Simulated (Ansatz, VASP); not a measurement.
## W3Se: VASP beside Ansatz

The input INCAR:

```
PREC = Accurate ; ENCUT = 600
EDIFF = 1E-7 ; ISMEAR = 0
SIGMA = 0.1 ; LREAL = F
LASPH = T ; NELM = 60
ALGO = Normal ; ISIF = 3
LWAVE = F ; LCHARG = F
GGA = PE ; IBRION = 2
NSW = 90 ; EDIFFG = -0.04
```

File KPOINTS:

```
regular mesh
0
Gamma
  6 6 6
```

Contents of POSCAR:

```
W3Se
1.0
   -2.0276079623      2.0276079623      4.5292022015
    2.0276079623     -2.0276079623      4.5292022015
    2.0276079623      2.0276079623     -4.5292022015
W Se
3 1
Direct
    0.5000000000      0.5000000000      0.0000000000
    0.2500000000      0.7500000000      0.5000000000
    0.7500000000      0.2500000000      0.5000000000
    0.0000000000      0.0000000000      0.0000000000
```

Input for Ansatz:

```yaml
crystal:
  lattice:
    - [-2.0276079623, 2.0276079623, 4.5292022015]
    - [2.0276079623, -2.0276079623, 4.5292022015]
    - [2.0276079623, 2.0276079623, -4.5292022015]
  atoms:
    - { symbol: W, position: [0.5, 0.5, 0.0] }
    - { symbol: W, position: [0.25, 0.75, 0.5] }
    - { symbol: W, position: [0.75, 0.25, 0.5] }
    - { symbol: Se, position: [0.0, 0.0, 0.0] }
basis:
  ecutwfc: 420
kpoints:
  mp_grid: { grid: [6, 6, 6] }
hamiltonian:
  xc: pbe
scf:
  occupations: { method: gaussian, width: 0.1 }
  lower_state_search: "off"
output:
  forces: true
  stress: true
  eigenvalues: true
relax:
  adjacent_minimum: "off"
  f_tol: 0.04
  max_steps: 70
  cell: { stress_tol: 0.4 }
```

Alike in both runs: task relaxation of cell and atoms; functional PBE; k mesh 6 × 6 × 6; occupations gaussian, width 0.1 eV; no spin polarisation.

```csv
,VASP,Ansatz
version,VASP 6.6.1,Ansatz 0.2.0
potentials or method,"VASP PAW PBE potentials, release 64 (W_sv, Se), cutoff 600 eV","scalar-relativistic, plane waves, PAW"
valence electrons in the cell,48,58
```

|  | VASP | Ansatz | Ansatz less VASP |
| --- | --- | --- | --- |
| gap on the k mesh at the Fermi level, each at its own relaxed structure (eV) | none | none | - |
| relaxed volume (Å³/atom) | 16.28 | 16.25 | -0.031 |
| relaxed cell length with the largest relative difference (Å) | 5.286 | 5.281 | -0.0050 |

A gap of «none» marks a metal or a gap that the smearing closes. VASP's potentials hold 48 valence electrons a cell and Ansatz's 58, so a difference there can come from the potentials and not from the codes.

The k mesh is coarse, so the values compare programs but aren't converged. Spin-orbit coupling is off throughout.
